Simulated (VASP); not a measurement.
Write the native input for VASP 6.6.1 that does the following.

* Task: single point
* Functional: PBE
* Potentials or basis: VASP PAW PBE potentials, release 64 (Ga_d, B, As)
* Cutoff: 520 eV
* k mesh: 6 × 6 × 4
* Occupations: gaussian, width 0.1 eV
* Spin: no spin polarisation
* Dipole correction: no
* Further INCAR settings: ALGO = Normal; EDIFF = 1e-06; NBANDS = 31

The structure of Ga2BAs3 lies in POSCAR:

```
Ga2BAs3
1.0
    4.7828748000      0.0000000000      0.0000000000
   -2.3914374000      4.1420910800      0.0000000000
    0.0000000000      0.0000000000      5.8920310500
Ga B As
2 1 3
Direct
    0.0000000000      0.0000000000      0.8416425700
    0.0000000000      0.0000000000      0.1583574300
    0.0000000000      0.0000000000      0.5000000000
    0.5000000000      0.0000000000      0.5000000000
    0.0000000000      0.5000000000      0.5000000000
    0.5000000000      0.5000000000      0.5000000000
```

The cell was generated, and may not be a known phase.

These files were run (other wordings do the same):

INCAR

```
SYSTEM = Ga2BAs3
PREC = Accurate ; ENCUT = 520
EDIFF = 1E-6 ; ISMEAR = 0
SIGMA = 0.1 ; LREAL = .FALSE.
LASPH = .TRUE. ; NELM = 80
ALGO = Normal ; ISIF = 2
LWAVE = .FALSE. ; LCHARG = .TRUE.
GGA = PE ; LELF = .TRUE.
LVHAR = .TRUE. ; NBANDS = 31
```

KPOINTS

```
regular mesh
0
G
  6 6 4
  0 0 0
```

Potentials or basis: VASP PAW PBE potentials, release 64 (Ga_d, B, As).

Run with:

```sh
$ cat potpaw_PBE.64/Ga_d/POTCAR potpaw_PBE.64/B/POTCAR potpaw_PBE.64/As/POTCAR > POTCAR
$ mpirun -np 1 vasp_std > vasp.out
```

It gave:

The pressure is 30.7 GPa and the largest force is 11.595 eV/Å. The band gap on the k mesh is zero (bands 22 and 23 overlap by 2.34 eV).

Caveat: the cell stands under pressure; forces of over 1 eV/Å act on the atoms, so gaps and moduli don't describe the material at rest.

It took 34 s on 1 thread of Intel(R) Xeon(R) 6975P-C (Granite Rapids), on a shared host, peak memory 0.27 GiB.
